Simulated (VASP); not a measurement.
Here is a VASP 6.6.1 calculation.

INCAR

```
ALGO     = Normal         # electronic algorithm
EDIFF    = 1E-6           # SCF threshold, eV
ENCUT    = 520            # plane-wave cutoff, eV
GGA      = PE             # functional
ISIF     = 2              # what is computed and relaxed
ISMEAR   = 0              # smearing method
LASPH    = T              # aspherical terms in the spheres
LCHARG   = T              # write CHGCAR
LELF     = T              # ELF
LREAL    = F              # projectors in reciprocal space
LVHAR    = T            
LWAVE    = F              # write WAVECAR
NBANDS   = 16             # bands
NELM     = 80             # most SCF steps
PREC     = Accurate       # precision mode
SIGMA    = 0.02           # smearing width, eV
```

Contents of KPOINTS:

```
k-points
0
Gamma
  8 8 8
```

POSCAR

```
AgCl
1.0
    0.0000000000      2.8336772179      2.8336772179
    2.8336772179      0.0000000000      2.8336772179
    2.8336772179      2.8336772179      0.0000000000
Ag Cl
1 1
Direct
    0.0000000000      0.0000000000      0.0000000000
    0.5000000000      0.5000000000      0.5000000000
```

Potentials or basis: VASP PAW PBE potentials, release 64 (Ag, Cl).

Launch:

```bash
$ cat potpaw_PBE.64/Ag/POTCAR potpaw_PBE.64/Cl/POTCAR > POTCAR
$ mpirun -np 1 vasp_std > vasp.out
```

Problem. Estimate the band gap on the k mesh.

Solution. 0.93 eV, indirect (least direct gap 2.99 eV).

Problem. What does it give for the pressure?

Solution. -1.3 GPa.

 A k mesh can miss the band edges.
